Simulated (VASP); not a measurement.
# ZrNb2N3 (Cmmm) in VASP: further runs

The runs below take ZrNb2N3 through single point, relaxation of cell and atoms, with PBE.

Everything below comes from runs of VASP 6.6.1. Logs are shortened: lines on timing, memory, paths and dates and some standing lists are left out, and cuts for length are marked.

## Step 1: The cell of the first run

The structure is orthorhombic, space group Cmmm (No. 65). The conventional cell has a = 5.023 Å, b = 7.570 Å, c = 4.034 Å, α = 90.00°, β = 90.00°, γ = 90.00°. Within 2.7 Å of Zr (site symmetry mmm) lie 4 N at 2.02 to 2.35 Å. Nb (site symmetry 2/m) has 6 N at 2.27 to 2.42 Å and 2 Nb at 2.51 Å and 4 Zr at 3.04 Å within 3.1 Å. N (site symmetry m2m) has 3 Zr at 2.35 to 2.89 Å and 4 Nb at 2.42 Å and 5 N at 2.67 to 3.10 Å within 3.1 Å. Within 2.7 Å of N (site symmetry mmm) lie 2 Zr at 2.02 Å and 4 Nb at 2.27 Å.

The cell was built from a structure type or drawn by symmetry, and may not be a known phase.

## Step 2: Single point, PBE

Contents of INCAR:

```
PREC     = Accurate       # precision mode
ENCUT    = 600            # plane-wave cutoff, eV
EDIFF    = 1E-6           # SCF threshold, eV
ISMEAR   = 0              # smearing method
SIGMA    = 0.15           # smearing width, eV
LREAL    = F              # projectors in reciprocal space
LASPH    = T              # aspherical terms in the spheres
NELM     = 120            # most SCF steps
ALGO     = Normal         # electronic algorithm
ISIF     = 2              # what is computed and relaxed
LWAVE    = F              # write WAVECAR
LCHARG   = F              # write CHGCAR
GGA      = PE             # functional
NBANDS   = 36             # bands
GGA_COMPAT= F
```

Contents of KPOINTS:

```
regular mesh
0
Gamma
  3 3 3
```

Contents of POSCAR:

```
ZrNb2N3
1.0
    2.5113013380     -3.7847820972      0.0000000000
    2.5113013380      3.7847820972      0.0000000000
    0.0000000000      0.0000000000      4.0343454471
Zr Nb N
1 2 3
Direct
    0.5000000000      0.5000000000      0.5000000000
    0.0000000000      0.5000000000      0.0000000000
    0.5000000000      0.0000000000      0.0000000000
    0.1894052887      0.8105947113      0.5000000000
    0.8105947113      0.1894052887      0.5000000000
    0.5000000000      0.5000000000      0.0000000000
```

Potentials or basis: VASP PAW PBE potentials, release 64 (Zr_sv, Nb_sv, N).

The run is started by

```
$ cat potpaw_PBE.64/Zr_sv/POTCAR potpaw_PBE.64/Nb_sv/POTCAR potpaw_PBE.64/N/POTCAR > POTCAR
$ mpirun -np 1 vasp_std > vasp.out
```

OUTCAR:

```text
PREC = Accurate
   ENCUT = 600
   EDIFF = 1E-6
   ISMEAR = 0
   LREAL = F
   LASPH = T
   NELM = 120
   ISIF = 2
   GGA = PE

 ion  position               nearest neighbor table
   1  0.500  0.500  0.500-   6 2.02   6 2.02   4 2.35   5 2.35   2 3.04   2 3.04   3 3.04   3 3.04
                             3 3.04   3 3.04   2 3.04   2 3.04
   2  0.000  0.500  0.000-   6 2.27   6 2.27   3 2.51   3 2.51   1 3.04   1 3.04   1 3.04   1 3.04

   3  0.500  0.000  0.000-   6 2.27   6 2.27   2 2.51   2 2.51   1 3.04   1 3.04   1 3.04   1 3.04

   4  0.189  0.811  0.500-   1 2.35
   5  0.811  0.189  0.500-   1 2.35
   6  0.500  0.500  0.000-   1 2.02   1 2.02   3 2.27   2 2.27   3 2.27   2 2.27

  LATTYP: Found a base centered orthorhombic cell.
 ALAT       =     5.0226026760
 B/A-ratio  =     1.5070999405
 C/A-ratio  =     0.8032380237

  Lattice vectors:

 A1 = (   2.5113013380,  -3.7847820972,   0.0000000000)
 A2 = (   2.5113013380,   3.7847820972,   0.0000000000)
 A3 = (   0.0000000000,   0.0000000000,   4.0343454471)

Analysis of symmetry for initial positions (statically):
=====================================================================
 Subroutine PRICEL returns:
 Original cell was already a primitive cell.

 Routine SETGRP: Setting up the symmetry group for a
 base centered orthorhombic supercell.

 Subroutine GETGRP returns: Found  8 space group operations
 (whereof  8 operations were pure point group operations)
 out of a pool of  8 trial point group operations.

The static configuration has the point symmetry D_2h.

Analysis of symmetry for dynamics (positions and initial velocities):
=====================================================================
 Subroutine PRICEL returns:
 Original cell was already a primitive cell.

 Routine SETGRP: Setting up the symmetry group for a
 base centered orthorhombic supercell.

 Subroutine GETGRP returns: Found  8 space group operations
 (whereof  8 operations were pure point group operations)
 out of a pool of  8 trial point group operations.

The dynamic configuration has the point symmetry D_2h.

 Subroutine INISYM returns: Found  8 space group operations
 (whereof  8 operations are pure point group operations),
 and found     1 'primitive' translations

----------------------------------------------------------------------------------------

                                     Primitive cell

  volume of cell :      76.6907

  direct lattice vectors                    reciprocal lattice vectors
     2.511301338 -3.784782097  0.000000000     0.199099962 -0.132108002  0.000000000
     2.511301338  3.784782097  0.000000000     0.199099962  0.132108002  0.000000000
     0.000000000  0.000000000  4.034345447     0.000000000  0.000000000  0.247871684

  length of vectors
     4.542159171  4.542159171  4.034345447     0.238942083  0.238942083  0.247871684

  position of ions in fractional coordinates (direct lattice)
     0.500000000  0.500000000  0.500000000
     0.000000000  0.500000000  0.000000000
     0.500000000  0.000000000  0.000000000
     0.189405289  0.810594711  0.500000000
     0.810594711  0.189405289  0.500000000
     0.500000000  0.500000000  0.000000000

  ion indices of the primitive-cell ions
   primitive index   ion index
                 1           1
                 2           2
                 3           3
                 4           4
                 5           5
                 6           6

----------------------------------------------------------------------------------------

 KPOINTS: regular mesh

Automatic generation of k-mesh.
 Grid dimensions read from file:
 generate k-points for:    3    3    3

 Generating k-lattice:

  Cartesian coordinates                     Fractional coordinates (reciprocal lattice)
     0.066366654 -0.044036001  0.000000000     0.333333333  0.000000000  0.000000000
     0.066366654  0.044036001  0.000000000     0.000000000  0.333333333  0.000000000
     0.000000000  0.000000000  0.082623895     0.000000000  0.000000000  0.333333333

  Length of vectors
     0.079647361  0.079647361  0.082623895

  Shift w.r.t. Gamma in fractional coordinates (k-lattice)
     0.000000000  0.000000000  0.000000000

 Subroutine IBZKPT returns following result:
 ===========================================

 Found      8 irreducible k-points:

 Following reciprocal coordinates:
            Coordinates               Weight
  0.000000  0.000000  0.000000      1.000000
  0.333333  0.000000  0.000000      4.000000
  0.333333  0.333333  0.000000      2.000000
 -0.333333  0.333333  0.000000      2.000000
  0.000000  0.000000  0.333333      2.000000
  0.333333  0.000000  0.333333      8.000000
  0.333333  0.333333  0.333333      4.000000
 -0.333333  0.333333  0.333333      4.000000
   k-points           NKPTS =      8   k-points in BZ     NKDIM =      8   number of bands    NBANDS=     36
   number of dos      NEDOS =    301   number of ions     NIONS =      6
   total plane-waves  NPLWV =  41472
   dimension x,y,z NGX =    36 NGY =   36 NGZ =   32
   dimension x,y,z NGXF=    72 NGYF=   72 NGZF=   64
   ions per type =               1   2   3
   NGX,Y,Z   is equivalent  to a cutoff of  13.18, 13.18, 13.19 a.u.
   NGXF,Y,Z  is equivalent  to a cutoff of  26.35, 26.35, 26.37 a.u.
 SYSTEM =  unknown system
   PREC   = accura    normal or accurate (medium, high low for compatibility)
   ISTART =      0    job   : 0-new  1-cont  2-samecut
   ICHARG =      2    charge: 1-file 2-atom 10-const
   ISPIN  =      1    spin polarized calculation?
   LNONCOLLINEAR =      F non collinear calculations
   LSORBIT =      F    spin-orbit coupling
   LASPH  =      T    aspherical Exc in radial PAW
   ENCUT  =  600.0 eV  44.10 Ry    6.64 a.u.   9.07  9.07  8.06*2*pi/ulx,y,z
   NELM   =    120;   NELMIN=  2; NELMDL= -5     # of ELM steps
   EDIFF  = 0.1E-05   stopping-criterion for ELM
   LREAL  =      F    real-space projection
   EDIFFG = 0.1E-04   stopping-criterion for IOM
   NSW    =      0    number of steps for IOM
   IBRION =     -1    ionic relax: 0-MD 1-quasi-New 2-CG
   NFREE  =      0    steps in history (QN), initial steepest desc. (CG)
   ISIF   =      2    stress and relaxation
   ISYM   =      2    0-nonsym 1-usesym 2-fastsym
   POTIM  = 0.5000    time-step for ionic-motion
   TEBEG  =    0.0;   TEEND  =   0.0 temperature during run
   PSTRESS=    0.0 pullay stress
   NELECT =      53.0000    total number of electrons
   NUPDOWN=      -1.0000    fix difference up-down
   EMIN   =  10.00;   EMAX   =-10.00  energy-range for DOS
   EFERMI =   0.00;   METHOD = LEGACY
   ISMEAR =     0;   SIGMA  =   0.15  broadening in eV -4-tet -1-fermi 0-gaus
   EFERMI_NEDOS =   21; number of points for ismear=-14 and -15
   IALGO  =     38    algorithm
   IMIX   =      4    mixing-type and parameters
     AMIX     =   0.40;   BMIX     =  1.00
     AMIX_MAG =   1.60;   BMIX_MAG =  1.00
  volume/ion in A,a.u.               =      12.78        86.26
  Fermi-wavevector in a.u.,A,eV,Ry     =   1.447391  2.735172 28.503398  2.094941
  Thomas-Fermi vector in A             =   2.565351
   LORBIT       =      0    0 simple, 1 ext, 2 COOP (PROOUT), +10 PAW based schemes
   GGA     = PE    functional components
   LHFCALC =     F    Hartree Fock is set to
   AEXX    =    0.0000 exact exchange contribution
   IVDW    =     0    specifies the selected vdW correction
   LEPSILON=     F    determine dielectric tensor
   LRPA    =     F    only Hartree local field effects (RPA)
 non-spin polarized calculation
 Gauss-broadening in eV      SIGMA  =   0.15
  energy-cutoff  :      600.00
  volume of cell :       76.69
 maximum number of plane-waves:      2576
   NGX = 19   NGY = 19   NGZ = 17

 number of electron      53.0000004 magnetization

 Free energy of the ion-electron system (eV)
  ---------------------------------------------------
  ext. energy  EPLUGINS =         0.00000000
  ---------------------------------------------------
  free energy    TOTEN  =       -55.28824662 eV

  energy without entropy =      -55.25635559  energy(sigma->0) =      -55.27230110

 E-fermi :  10.3437     XC(G=0): -12.1387

 val. band max:       10.2352936175   @ k =   0.3333   0.0000   0.0000
 cond. band min:      10.4786673802   @ k =   0.3333   0.0000   0.3333
 fundamental gap:      0.2433737628
 Fermi energy:        10.3437422782

 k-point     1 :       0.0000    0.0000    0.0000
  band No.  band energies     occupation
      1     -45.4850      2.00000
      2     -45.0691      2.00000
      3     -38.7125      2.00000
      4     -22.7570      2.00000
      5     -21.5707      2.00000
      6     -21.5626      2.00000
[... 28 lines left out ...]
     35      15.0728      0.00000
     36      15.0800      0.00000

 k-point     2 :       0.3333    0.0000    0.0000
  band No.  band energies     occupation
      1     -45.3844      2.00000
      2     -45.1765      2.00000
      3     -38.7133      2.00000
      4     -22.1767      2.00000
      5     -21.4815      2.00000
      6     -21.4698      2.00000
[... 28 lines left out ...]
     35      14.2640      0.00000
     36      14.6849      0.00000

 k-point     3 :       0.3333    0.3333    0.0000
  band No.  band energies     occupation
      1     -45.3810      2.00000
      2     -45.1793      2.00000
      3     -38.7142      2.00000
      4     -22.1851      2.00000
      5     -21.5417      2.00000
      6     -21.4518      2.00000
[... 28 lines left out ...]
     35      13.8618      0.00000
     36      14.6689      0.00000

 k-point     4 :      -0.3333    0.3333    0.0000
  band No.  band energies     occupation
      1     -45.4814      2.00000
      2     -45.0715      2.00000
      3     -38.7143      2.00000
      4     -22.7631      2.00000
      5     -21.6269      2.00000
      6     -21.5490      2.00000
[... 28 lines left out ...]
     35      14.0046      0.00000
     36      15.2022      0.00000

 k-point     5 :       0.0000    0.0000    0.3333
  band No.  band energies     occupation
      1     -45.4831      2.00000
      2     -45.0682      2.00000
      3     -38.7110      2.00000
      4     -22.7418      2.00000
      5     -21.5979      2.00000
      6     -21.5516      2.00000
[... 28 lines left out ...]
     35      14.4236      0.00000
     36      14.5377      0.00000

 k-point     6 :       0.3333    0.0000    0.3333
  band No.  band energies     occupation
      1     -45.3827      2.00000
      2     -45.1754      2.00000
      3     -38.7107      2.00000
      4     -22.1701      2.00000
      5     -21.5106      2.00000
      6     -21.4802      2.00000
[... 28 lines left out ...]
     35      14.3678      0.00000
     36      14.4951      0.00000

 k-point     7 :       0.3333    0.3333    0.3333
  band No.  band energies     occupation
      1     -45.3797      2.00000
      2     -45.1780      2.00000
      3     -38.7104      2.00000
      4     -22.2025      2.00000
      5     -21.5608      2.00000
      6     -21.5156      2.00000
[... 28 lines left out ...]
     35      13.9139      0.00000
     36      14.6733      0.00000

 k-point     8 :      -0.3333    0.3333    0.3333
  band No.  band energies     occupation
      1     -45.4799      2.00000
      2     -45.0705      2.00000
      3     -38.7104      2.00000
      4     -22.7700      2.00000
      5     -21.6527      2.00000
      6     -21.6085      2.00000
[... 28 lines left out ...]
     35      14.9942      0.00000
     36      15.1940      0.00000

------------------------ aborting loop because EDIFF is reached ----------------------------------------

  FORCE on cell =-STRESS in cart. coord.  units (eV):
  Direction    XX          YY          ZZ          XY          YZ          ZX
  --------------------------------------------------------------------------------------
  -------------------------------------------------------------------------------------
  Total       -0.1194849     -0.1358210      0.1015812      0.0000000      0.0000000      0.0000000
  in kB       -2.4962088     -2.8374922      2.1221752      0.0000000      0.0000000      0.0000000
  external PRESSURE =      -1.0705086 kB  Pullay stress =       0.0000000 kB

 VOLUME and BASIS-vectors are now :
 -----------------------------------------------------------------------------
  energy-cutoff  :      600.00
  volume of cell :       76.69
      direct lattice vectors                 reciprocal lattice vectors
     2.511301338 -3.784782097  0.000000000     0.199099962 -0.132108002  0.000000000
     2.511301338  3.784782097  0.000000000     0.199099962  0.132108002  0.000000000
     0.000000000  0.000000000  4.034345447     0.000000000  0.000000000  0.247871684

 POSITION                                       TOTAL-FORCE (eV/Angst)
 -----------------------------------------------------------------------------------
      2.51130      0.00000      2.01717        -0.000000      0.000000      0.000000
      1.25565      1.89239      0.00000         0.000000      0.000000      0.000000
      1.25565     -1.89239      0.00000         0.000000      0.000000      0.000000
      2.51130      2.35107      2.01717         0.000000      0.004221      0.000000
      2.51130     -2.35107      2.01717         0.000000     -0.004221      0.000000
      2.51130      0.00000      0.00000         0.000000      0.000000      0.000000
 -----------------------------------------------------------------------------------
    total drift:                                0.000000     -0.000000     -0.000000

  FREE ENERGIE OF THE ION-ELECTRON SYSTEM (eV)
  ---------------------------------------------------
  free  energy   TOTEN  =       -55.2882466222 eV

  energy  without entropy=      -55.2563555877  energy(sigma->0) =      -55.27230110
```

It took 25 s on 1 thread of AMD EPYC 7R13 (Zen 3), shared host; peak memory 0.17 GiB.

Results:

* Free energy: -55.2882 eV
* Pressure: -0.1 GPa
* Largest force: 0.004 eV/Å
* Band gap on the k mesh: zero (an odd number of electrons rules out a gap without spin polarisation)

Forces in eV/Å, atoms in the order of the input:
```
Zr   0.000  0.000  0.000
Nb   0.000  0.000  0.000
Nb   0.000  0.000  0.000
N    0.000  0.004  0.000
N    0.000 -0.004  0.000
N    0.000  0.000  0.000
```

Caveat: the k points lie up to 0.52 Å⁻¹ apart, too coarse for converged energies and pressures of a metal.

## Step 3: Relaxation of cell and atoms, PBE

This run uses another cell than the first one, of 13.02 Å³/atom.

Contents of INCAR:

```
PREC = Accurate ; ENCUT = 600
EDIFF = 1E-7 ; ISMEAR = 0
SIGMA = 0.15 ; LREAL = F
LASPH = T ; NELM = 120
ALGO = Normal ; ISIF = 3
LWAVE = F ; LCHARG = F
GGA = PE ; IBRION = 2
NSW = 36 ; EDIFFG = -0.08
GGA_COMPAT = F ; NELMIN = 4
```

KPOINTS is that of step 2.

Contents of POSCAR:

```
ZrNb2N3
1.0
    2.1586750500     -4.0259901400      0.0000000000
    2.1586750500      4.0259901400      0.0000000000
    0.0000000000      0.0000000000      4.4940142300
Zr Nb N
1 2 3
Direct
    0.5000000000      0.5000000000      0.5000000000
    0.0000000000      0.5000000000      0.0000000000
    0.5000000000      0.0000000000      0.0000000000
    0.1709287200      0.8290712800      0.5000000000
    0.8290712800      0.1709287200      0.5000000000
    0.5000000000      0.5000000000      0.0000000000
```

Potentials or basis: VASP PAW PBE potentials, release 64 (Zr_sv, Nb_sv, N).

The run is started by

```
$ cat potpaw_PBE.64/Zr_sv/POTCAR potpaw_PBE.64/Nb_sv/POTCAR potpaw_PBE.64/N/POTCAR > POTCAR
$ mpirun -np 1 vasp_std > vasp.out
```

Wall time 3.2 min (1 thread of Intel Xeon 6975P-C (Granite Rapids), shared host); peak memory 0.22 GiB.

It converged, with:

```yaml
Free_energy: -55.2891 eV
Relaxed_volume: 12.75 Å³/atom
Relaxed_cell: a = 4.533 Å, b = 4.533 Å, c = 4.037 Å, α = 90.00°, β = 90.00°, γ = 112.76°
Space_group_after_relaxing_to_0.1_Å: Cmmm (No. 65)
Energy_gained_by_relaxing: 547.4 meV/atom
Ionic_steps: 12
Pressure_after_relaxing: 0.2 GPa
Largest_force_after_relaxing: 0.004 eV/Å
Band_gap_on_the_k_mesh: zero (an odd number of electrons rules out a gap without spin polarisation)
```

Forces on the atoms (eV/Å):
```
Zr   0.000  0.000  0.000
Nb   0.000  0.000  0.000
Nb   0.000  0.000  0.000
N    0.000 -0.004  0.000
N    0.000  0.004  0.000
N    0.000  0.000  0.000
```

Stress tensor (GPa, compression positive):
```
-0.03  0.00  0.00
 0.00  0.40  0.00
 0.00  0.00  0.18
```

Step by step:
```csv
step,energy change (eV),largest force (eV/Å),pressure (GPa),volume (Å³)
1,0.0000,0.6021,4.14,78.11
2,-2.2977,2.3184,-4.24,79.09
3,-2.9329,1.3825,-9.67,79.37
4,-2.9157,0.6937,16.54,71.36
5,-3.1172,1.1359,1.63,75.28
6,-3.2299,0.5089,2.42,74.96
7,-3.2361,0.2932,2.86,74.85
8,-3.2731,0.1620,-1.78,76.87
9,-3.2734,0.1731,-1.41,76.70
10,-3.2792,0.0018,1.29,76.18
11,-3.2817,0.0612,0.32,76.36
12,-3.2843,0.0037,0.18,76.50
```

Final structure:
```yaml
crystal:
  lattice:
    - [2.50968, -3.77479, 0.00000]
    - [2.50968, 3.77479, 0.00000]
    - [0.00000, 0.00000, 4.03745]
  atoms:
    - { symbol: Zr, position: [0.50000, 0.50000, 0.50000] }
    - { symbol: Nb, position: [0.00000, 0.50000, 0.00000] }
    - { symbol: Nb, position: [0.50000, 0.00000, 0.00000] }
    - { symbol: N, position: [0.18901, 0.81099, 0.50000] }
    - { symbol: N, position: [0.81099, 0.18901, 0.50000] }
    - { symbol: N, position: [0.50000, 0.50000, 0.00000] }
```

Levels at points of the mesh, in eV from the Fermi level:
```csv
k point,band 24,band 25,band 26,band 27,band 28,band 29
"(0.00, 0.00, 0.00)",-1.94,-1.70,-1.47,-1.15,-0.67,1.33
```

Caveat: the k points lie up to 0.52 Å⁻¹ apart in the final cell, too coarse for converged energies and pressures of a metal.
